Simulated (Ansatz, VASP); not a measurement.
## BAs in VASP and in Ansatz

The input INCAR:

```
SYSTEM = BAs
PREC     = Accurate       ! precision mode
ENCUT    = 520            ! plane-wave cutoff, eV
EDIFF    = 1E-7           ! SCF threshold, eV
ISMEAR   = -1             ! smearing method
SIGMA    = 0.02           ! smearing width, eV
LREAL    = .FALSE.        ! projectors in reciprocal space
LASPH    = .TRUE.         ! aspherical terms in the spheres
NELM     = 80             ! most SCF steps
ALGO     = Normal         ! electronic algorithm
ISIF     = 2              ! what is computed and relaxed
LWAVE    = .FALSE.        ! write WAVECAR
LCHARG   = .FALSE.        ! write CHGCAR
GGA      = PE             ! functional
NBANDS   = 11             ! bands
```

The input KPOINTS:

```
regular mesh
0
G
  10 10 10
  0 0 0
```

The input POSCAR:

```
BAs
1.0
    0.0000000000      2.3918699019      2.3918699019
    2.2775385206      0.0000000000      2.3918699019
    2.2775385206      2.3918699019      0.0000000000
B As
1 1
Direct
    0.0000000000      0.0000000000      0.0000000000
    0.2500000000      0.2500000000      0.2500000000
```

Input for Ansatz:

```yaml
crystal:
  lattice:
    - [0.0, 2.3918699019, 2.3918699019]
    - [2.2775385206, 0.0, 2.3918699019]
    - [2.2775385206, 2.3918699019, 0.0]
  atoms:
    - { symbol: B, position: [0.0, 0.0, 0.0] }
    - { symbol: As, position: [0.25, 0.25, 0.25] }
kpoints:
  mp_grid: { grid: [10, 10, 10] }
  band_path:
    path:
      - [0.0, 0.0, 0.0]
      - [-0.5, -0.5, 0.0]
      - [-0.375, -0.375, 0.25]
      - [-0.375, 0.0, 0.375]
      - [0.0, 0.0, 0.5]
      - [-0.5, -0.25, 0.25]
      - [0.0, 0.401042, 0.401042]
    npoints: 1
hamiltonian:
  xc: pbe
scf:
  occupations: { method: fermi_dirac, width: 0.02 }
  n_extra_bands: 4
output:
  forces: true
  stress: true
  eigenvalues: true
```

Change from the starting cell: uniaxial_x strain -4.8%.

Alike in both runs: task single point; functional PBE; k mesh 10 × 10 × 10; occupations fermi-dirac, width 0.02 eV; no spin polarisation.

|  | VASP | Ansatz |
| --- | --- | --- |
| version | VASP 6.6.1 | Ansatz 0.2.0 |
| potentials or method | VASP PAW PBE potentials, release 64 (B, As) | plane waves, PAW |
| plane-wave cutoff (eV) | 520 | 420 |
| valence electrons in the cell | 8 | 18 |

VASP gave:

* pressure (GPa): 10.5
* traceless stress, the component that is largest in VASP (GPa): 6.44

Problem. Which values does Ansatz return?

Solution. Pressure (GPa): 9.7; traceless stress, the component that is largest in VASP (GPa): 6.48.

VASP's potentials hold 8 valence electrons a cell and Ansatz's 18, so a difference there can come from the potentials and not from the codes.
